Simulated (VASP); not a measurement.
# SiC (P6_3mc) in VASP: further runs

Aim: see how the results for SiC move with the level of theory and the settings. Levels: PBE, PBE+D3(BJ). Tasks: single point.

Everything below comes from runs of VASP 6.6.1. Logs are shortened: lines on timing, memory, paths and dates and some standing lists are left out, and cuts for length are marked.

## Step 1: The cell of the first run

Symmetry: P6_3mc, No. 186, hexagonal system. The conventional cell has a = 3.092 Å, b = 3.092 Å, c = 5.074 Å, α = 90.00°, β = 90.00°, γ = 120.00°. Within 2.5 Å of Si (site symmetry 3m) lie 4 C at 1.89 to 1.91 Å. C (site symmetry 3m) has 4 Si at 1.89 to 1.91 Å within 2.5 Å.

## Step 2: Single point, PBE

Contents of INCAR:

```
  PREC = Accurate
  ENCUT = 520
  EDIFF = 1E-6
  ISMEAR = 0
  SIGMA = 0.05
  LREAL = False
  LASPH = True
  NELM = 60
  ALGO = Normal
  ISIF = 2
  LWAVE = False
  LCHARG = True
  GGA = PE
  LELF = True
  LVHAR = True
  NBANDS = 16
```

Contents of KPOINTS:

```
Automatic mesh
0
Gamma
  12 12 6
```

Contents of POSCAR:

```
SiC
1.0
    3.0920366030      0.0000000000      0.0000000000
   -1.5460183015      2.6777822476      0.0000000000
    0.0000000000      0.0000000000      5.0738984874
Si C
2 2
Direct
    0.3333333333      0.6666666667      0.0045639005
    0.6666666667      0.3333333333      0.5045639005
    0.3333333333      0.6666666667      0.3804360995
    0.6666666667      0.3333333333      0.8804360995
```

Potentials or basis: VASP PAW PBE potentials, release 64 (Si, C).

Run with:

```bash
$ cat potpaw_PBE.64/Si/POTCAR potpaw_PBE.64/C/POTCAR > POTCAR
$ mpirun -np 1 vasp_std > vasp.out
```

OUTCAR:

```text
PREC = Accurate
   ENCUT = 520
   EDIFF = 1E-6
   ISMEAR = 0
   LREAL = False
   LASPH = True
   NELM = 60
   ISIF = 2
   GGA = PE

 ion  position               nearest neighbor table
   1  0.333  0.667  0.005-   4 1.89   4 1.89   4 1.89   3 1.91   2 3.10   2 3.10   2 3.10   2 3.10
                             2 3.10   2 3.10
   2  0.667  0.333  0.505-   3 1.89   3 1.89   3 1.89   4 1.91   1 3.10   1 3.10   1 3.10   1 3.10
                             1 3.10   1 3.10
   3  0.333  0.667  0.380-   2 1.89   2 1.89   2 1.89   1 1.91
   4  0.667  0.333  0.880-   1 1.89   1 1.89   1 1.89   2 1.91

  LATTYP: Found a hexagonal cell.
 ALAT       =     3.0920366030
 C/A-ratio  =     1.6409567993

  Lattice vectors:

 A1 = (   3.0920366030,   0.0000000000,   0.0000000000)
 A2 = (  -1.5460183015,   2.6777822476,   0.0000000000)
 A3 = (   0.0000000000,   0.0000000000,   5.0738984874)

Analysis of symmetry for initial positions (statically):
=====================================================================
 Subroutine PRICEL returns:
 Original cell was already a primitive cell.

 Routine SETGRP: Setting up the symmetry group for a
 hexagonal supercell.

 Subroutine GETGRP returns: Found 12 space group operations
 (whereof  6 operations were pure point group operations)
 out of a pool of 24 trial point group operations.

The static configuration has the point symmetry C_3v.
 The point group associated with its full space group is C_6v.

Analysis of symmetry for dynamics (positions and initial velocities):
=====================================================================
 Subroutine PRICEL returns:
 Original cell was already a primitive cell.

 Routine SETGRP: Setting up the symmetry group for a
 hexagonal supercell.

 Subroutine GETGRP returns: Found 12 space group operations
 (whereof  6 operations were pure point group operations)
 out of a pool of 24 trial point group operations.

The dynamic configuration has the point symmetry C_3v.
 The point group associated with its full space group is C_6v.

 Subroutine INISYM returns: Found 12 space group operations
 (whereof  6 operations are pure point group operations),
 and found     1 'primitive' translations

----------------------------------------------------------------------------------------

                                     Primitive cell
[... 95 lines left out ...]
   EDIFF  = 0.1E-05   stopping-criterion for ELM
   LREAL  =      F    real-space projection
   EDIFFG = 0.1E-04   stopping-criterion for IOM
   NSW    =      0    number of steps for IOM
   IBRION =     -1    ionic relax: 0-MD 1-quasi-New 2-CG
   NFREE  =      0    steps in history (QN), initial steepest desc. (CG)
   ISIF   =      2    stress and relaxation
   ISYM   =      2    0-nonsym 1-usesym 2-fastsym
   POTIM  = 0.5000    time-step for ionic-motion
   TEBEG  =    0.0;   TEEND  =   0.0 temperature during run
   PSTRESS=    0.0 pullay stress
   NELECT =      16.0000    total number of electrons
   NUPDOWN=      -1.0000    fix difference up-down
   EMIN   =  10.00;   EMAX   =-10.00  energy-range for DOS
   EFERMI =   0.00;   METHOD = LEGACY
   ISMEAR =     0;   SIGMA  =   0.05  broadening in eV -4-tet -1-fermi 0-gaus
   EFERMI_NEDOS =   21; number of points for ismear=-14 and -15
   IALGO  =     38    algorithm
   IMIX   =      4    mixing-type and parameters
     AMIX     =   0.40;   BMIX     =  1.00
     AMIX_MAG =   1.60;   BMIX_MAG =  1.00
  volume/ion in A,a.u.               =      10.50        70.88
  Fermi-wavevector in a.u.,A,eV,Ry     =   1.186664  2.242469 19.159321  1.408170
  Thomas-Fermi vector in A             =   2.322831
   LORBIT       =      0    0 simple, 1 ext, 2 COOP (PROOUT), +10 PAW based schemes
   GGA     = PE    functional components
   LHFCALC =     F    Hartree Fock is set to
   AEXX    =    0.0000 exact exchange contribution
   IVDW    =     0    specifies the selected vdW correction
   LEPSILON=     F    determine dielectric tensor
   LRPA    =     F    only Hartree local field effects (RPA)
 non-spin polarized calculation
 Gauss-broadening in eV      SIGMA  =   0.05
  energy-cutoff  :      520.00
  volume of cell :       42.01
 maximum number of plane-waves:      1170
 NGX is ok and might be reduce to    24
   NGX = 11   NGY = 11   NGZ = 19

 number of electron      16.0000000 magnetization

 Free energy of the ion-electron system (eV)
  ---------------------------------------------------
  ext. energy  EPLUGINS =         0.00000000
  ---------------------------------------------------
  free energy    TOTEN  =       -30.11026345 eV

  energy without entropy =      -30.11026345  energy(sigma->0) =      -30.11026345

 E-fermi :   8.3538     XC(G=0): -11.2827

 val. band max:        8.0835155336   @ k =   0.0000   0.0000   0.0000
 cond. band min:      10.3885035221   @ k =   0.3333   0.3333   0.0000
 fundamental gap:      2.3049879885
 Fermi energy:         8.3537611453

 k-point     1 :       0.0000    0.0000    0.0000
  band No.  band energies     occupation
      1      -7.3613      2.00000
      2      -3.8516      2.00000
      3      -0.5235      2.00000
      4       6.7738      2.00000
      5       6.7738      2.00000
      6       7.9755      2.00000
[... 433 lines left out ...]
      3       0.8012      2.00000
      4       2.5087      2.00000
      5       3.3297      2.00000
      6       5.2616      2.00000
[... 8 lines left out ...]
     15      19.2428      0.00000
     16      20.0368      0.00000

 [... further k-points ...]

------------------------ aborting loop because EDIFF is reached ----------------------------------------

  FORCE on cell =-STRESS in cart. coord.  units (eV):
  Direction    XX          YY          ZZ          XY          YZ          ZX
  --------------------------------------------------------------------------------------
  -------------------------------------------------------------------------------------
  Total       -0.0165697     -0.0165697     -0.0024298      0.0000000      0.0000000      0.0000000
  in kB       -0.6319223     -0.6319223     -0.0926639      0.0000000      0.0000000      0.0000000
  external PRESSURE =      -0.4521695 kB  Pullay stress =       0.0000000 kB

 VOLUME and BASIS-vectors are now :
 -----------------------------------------------------------------------------
  energy-cutoff  :      520.00
  volume of cell :       42.01
      direct lattice vectors                 reciprocal lattice vectors
     3.092036603  0.000000000  0.000000000     0.323411437  0.186721680  0.000000000
    -1.546018301  2.677782248  0.000000000     0.000000000  0.373443360  0.000000000
     0.000000000  0.000000000  5.073898487     0.000000000  0.000000000  0.197087112

 POSITION                                       TOTAL-FORCE (eV/Angst)
 -----------------------------------------------------------------------------------
     -0.00000      1.78519      0.02316         0.000000     -0.000000      0.002388
      1.54602      0.89259      2.56011        -0.000000      0.000000      0.002388
     -0.00000      1.78519      1.93029        -0.000000      0.000000     -0.002388
      1.54602      0.89259      4.46724         0.000000     -0.000000     -0.002388
 -----------------------------------------------------------------------------------
    total drift:                               -0.000000      0.000000      0.000509

  FREE ENERGIE OF THE ION-ELECTRON SYSTEM (eV)
  ---------------------------------------------------
  free  energy   TOTEN  =       -30.1102634498 eV

  energy  without entropy=      -30.1102634498  energy(sigma->0) =      -30.11026345
```

stdout:

```text
POSCAR found type information on POSCAR SiC
 POSCAR found :  2 types and       4 ions
 scaLAPACK will be used
 LDA part: xc-table for (Slater+PW92), standard interpolation
 POSCAR, INCAR and KPOINTS ok, starting setup
 FFT: planning ... GRIDC
 FFT: planning ... GRID_SOFT
 FFT: planning ... GRID
 WAVECAR not read
 entering main loop
```

It took 46 s on 1 thread of AMD EPYC 7R43 (Zen 3), shared host; peak memory 0.14 GiB.

What came out:

```
Free energy            : -30.1103 eV
Pressure               : 0.0 GPa
Band gap on the k mesh : 2.31 eV, indirect (least direct gap 3.94 eV)
```

Forces on the atoms (eV/Å):
```
Si   0.000  0.000  0.002
Si   0.000  0.000  0.002
C    0.000  0.000 -0.002
C    0.000  0.000 -0.002
```

(Continued in part 2 of 3.)
